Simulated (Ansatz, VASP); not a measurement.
One calculation of ZrN, two programs

Contents of INCAR:

```
SYSTEM = ZrN
ALGO = Normal ; EDIFF = 1E-6
ENCUT = 600 ; GGA = PS
GGA_COMPAT = .FALSE. ; ISIF = 2
ISMEAR = 0 ; IVDW = 12
LASPH = .TRUE. ; LCHARG = .FALSE.
LREAL = .FALSE. ; LWAVE = .FALSE.
NBANDS = 16 ; NELM = 120
PREC = Accurate ; SIGMA = 0.05
```

Contents of KPOINTS:

```
k-points
0
G
  8 8 8
  0 0 0
```

File POSCAR:

```
ZrN
1.0
    0.0000000000      2.2842273067      2.2842273067
    2.2842273067      0.0000000000      2.2842273067
    2.2842273067      2.2842273067      0.0000000000
Zr N
1 1
Direct
    0.5000000000      0.5000000000      0.5000000000
    0.0000000000      0.0000000000      0.0000000000
```

Input for Ansatz:

```yaml
crystal:
  lattice:
    - [0.0, 2.2842273067, 2.2842273067]
    - [2.2842273067, 0.0, 2.2842273067]
    - [2.2842273067, 2.2842273067, 0.0]
  atoms:
    - { symbol: Zr, position: [0.5, 0.5, 0.5] }
    - { symbol: "N", position: [0.0, 0.0, 0.0] }
basis:
  ecutwfc: 420
  ecutrho_ratio: 4
kpoints:
  mp_grid: { grid: [8, 8, 8] }
hamiltonian:
  xc: pbesol
  dispersion: d3bj
scf:
  occupations: { method: gaussian, width: 0.05 }
output:
  forces: true
  stress: true
  eigenvalues: true
```

Alike in both runs: task single point; functional PBEsol; dispersion D3(BJ); k mesh 8 × 8 × 8; occupations gaussian, width 0.05 eV; no spin polarisation.

```csv
,VASP,Ansatz
version,VASP 6.6.1,Ansatz 0.2.0
potentials or method,"VASP PAW PBE potentials, release 64 (Zr_sv, N), cutoff 600 eV","scalar-relativistic, plane waves, PAW"
valence electrons in the cell,17,17
```

Ansatz gave:

| Quantity | Value |
| --- | --- |
| gap on the k mesh at the Fermi level (eV) | none |
| pressure (GPa) | -8.4 |

Q: Estimate VASP's values.

A: gap on the k mesh at the Fermi level (eV): none; pressure (GPa): -8.1.

VASP's potentials were made for PBE, not for PBEsol. A gap of «none» marks a metal or a gap that the smearing closes.
